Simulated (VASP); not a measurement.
Sn: single point with PBEsol

Sn:

```
Sn
1.0
     0.00000    3.23334    3.23334
     3.23334    0.00000    3.23334
     3.23334    3.23334    0.00000
Sn
2
Cartesian
  0.1940 -0.1940 -0.1940
  1.4227 1.8107 1.8107
```

This cell differs from its parent crystal: shortest bond scaled by 0.76.

```json
{
 "Program": "VASP 6.6.1",
 "Task": "single point",
 "Functional": "PBEsol",
 "Potentials or basis": "VASP PAW PBE potentials, release 64 (Sn_d)",
 "Cutoff": "520 eV",
 "k mesh": "8 × 8 × 8",
 "Occupations": "fermi-dirac, width 0.05 eV",
 "Spin": "no spin polarisation"
}
```

| Quantity | Value |
| --- | --- |
| Pressure | 18.5 GPa |
| Largest force | 14.801 eV/Å |
| Band gap on the k mesh | zero (bands 14 and 15 overlap by 1.25 eV) |

Forces in eV/Å, atoms in the order of the input:
```
Sn  -8.545  8.545  8.545
Sn   8.545 -8.545 -8.545
```

Stress tensor (GPa, compression positive):
```
 18.45 -22.82 -22.82
-22.82  18.45  22.82
-22.82  22.82  18.45
```

Levels at points of the mesh, in eV from the Fermi level:
| k point | band 11 | band 12 | band 13 | band 14 | band 15 | band 16 | band 17 | band 18 |
| --- | --- | --- | --- | --- | --- | --- | --- | --- |
| (0.00, 0.00, 0.00) | -10.90 | -1.45 | -0.44 | 0.91 | 0.91 | 1.74 | 1.74 | 4.61 |
| (0.50, 0.00, 0.00) | -8.86 | -7.57 | -1.13 | -1.13 | 1.46 | 4.05 | 4.05 | 6.21 |
| (0.00, 0.50, 0.00) | -9.79 | -5.36 | -1.63 | -0.50 | 0.57 | 1.15 | 5.06 | 5.39 |
| (0.50, 0.50, 0.00) | -9.07 | -6.25 | -2.25 | -1.93 | -0.34 | 1.67 | 7.43 | 7.79 |

It took 2.2 min on 1 thread of Intel Xeon 8259CL, on a shared host, peak memory 0.24 GiB.

Caveat: the cell differs from its parent crystal (shortest bond scaled by 0.76); the cell stands under pressure; the PAW data sets were made with another functional, which shifts forces and pressure a little; spin-orbit coupling is left out, which moves the levels of the heavy elements.
